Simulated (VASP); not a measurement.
Wanted: the native input for a VASP 6.6.1 run.

```
Task                   : single point
Functional             : BLYP
Dispersion             : D3(BJ)
Potentials or basis    : VASP PAW PBE potentials, release 64 (Ir)
Cutoff                 : 520 eV
k mesh                 : 11 × 11 × 6
Occupations            : fermi-dirac, width 0.05 eV
Spin                   : no spin polarisation
Dipole correction      : no
Further INCAR settings : ALGO = Normal; EDIFF = 1e-07; NBANDS = 16
```

The structure of Ir lies in POSCAR:

```
Ir
1.0
    2.7406562163      0.0000000000      0.0000000000
   -1.3703281082      2.3734779064      0.0000000000
    0.0000000000      0.0000000000      4.4449414920
Ir
2
Direct
    0.3333333333      0.6666666667      0.2500000000
    0.6666666667      0.3333333333      0.7500000000
```

One way to write it, as run:

INCAR

```
SYSTEM = Ir
  PREC = Accurate
  ENCUT = 520
  EDIFF = 1E-7
  ISMEAR = -1
  SIGMA = 0.05
  LREAL = .FALSE.
  LASPH = .TRUE.
  NELM = 100
  ALGO = Normal
  ISIF = 2
  LWAVE = .FALSE.
  LCHARG = .FALSE.
  GGA = B5
  ALDAX = 1.0
  AGGAX = 1.0
  AGGAC = 1.0
  ALDAC = 0.0
  IVDW = 12
  VDW_S6 = 1.0
  VDW_S8 = 2.6996
  VDW_A1 = 0.4298
  VDW_A2 = 4.2359
  NBANDS = 16
```

KPOINTS

```
Automatic mesh
0
G
  11 11 6
  0 0 0
```

Potentials or basis: VASP PAW PBE potentials, release 64 (Ir).

Command:

```bash
$ cat potpaw_PBE.64/Ir/POTCAR > POTCAR
$ mpirun -np 1 vasp_std > vasp.out
```

It gave:

- Pressure: 3.1 GPa
- Band gap on the k mesh: zero (band 9 reaches 11.66 eV, above the bottom of band 10 at 8.59 eV)
- Dispersion energy per atom: -1.687 eV

Caveat: the PAW data sets were made with another functional, which shifts forces and pressure a little; spin-orbit coupling is left out, which moves the levels of the heavy elements; pairwise dispersion overbinds metals, which lowers pressure and volume.

It took 32 s on 1 thread of Intel(R) Xeon(R) Platinum 8259CL CPU @ 2.50GHz (Skylake/Cascade Lake), on a shared host, peak memory 0.16 GiB.
